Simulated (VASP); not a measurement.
## SnTe: single point with r2SCAN

Crystal: SnTe.

```
Sn Te
1.0
     0.00000    3.22122    3.18688
     3.22122    0.00000    3.18688
     3.22122    3.22122    0.00000
Sn Te
1 1
Direct
  0.00000 0.00000 0.00000
  0.50000 0.50000 0.50000
```

This cell differs from its parent crystal: epitaxial xy strain +1.0%.

| Item | Value |
| --- | --- |
| Program | VASP 6.6.1 |
| Task | single point |
| Functional | r2SCAN |
| Potentials or basis | VASP PAW PBE potentials, release 64 (Sn_d, Te) |
| Cutoff | 520 eV |
| k mesh | 8 × 8 × 8 |
| Occupations | fermi-dirac, width 0.02 eV |
| Spin | no spin polarisation |

```
Pressure               : -0.9 GPa
Band gap on the k mesh : 0.19 eV, direct
```

Stress tensor (GPa, compression positive):
```
-1.29  0.00  0.00
 0.00 -1.29  0.00
 0.00  0.00 -0.07
```

Levels at points of the mesh, in eV from the valence-band top:
```csv
k point,band 6,band 7,band 8,band 9,band 10,band 11,band 12,band 13,band 14,band 15
"(0.00, 0.00, 0.00)",-13.03,-4.92,-2.35,-2.24,-2.24,3.28,3.28,3.54,5.10,5.10
"(0.50, 0.00, 0.00)",-11.81,-8.45,-1.93,-1.91,0.00,0.19,0.40,0.45,8.12,8.94
"(0.50, 0.50, 0.00)",-11.49,-6.72,-5.54,-3.81,-3.81,2.57,4.86,4.86,6.45,9.10
"(0.50, 0.00, 0.50)",-11.55,-6.65,-5.52,-3.84,-3.72,2.60,4.76,5.05,6.27,9.10
```

Wall time 88 s on 1 thread of Intel(R) Xeon(R) 6975P-C (Granite Rapids), with other jobs on the host, peak memory 0.26 GiB.

Caveat: the cell differs from its parent crystal (epitaxial xy strain +1.0%); the PAW data sets were made with another functional, which shifts forces and pressure a little; spin-orbit coupling is left out, which moves the levels of the heavy elements. A k mesh can miss the band edges.
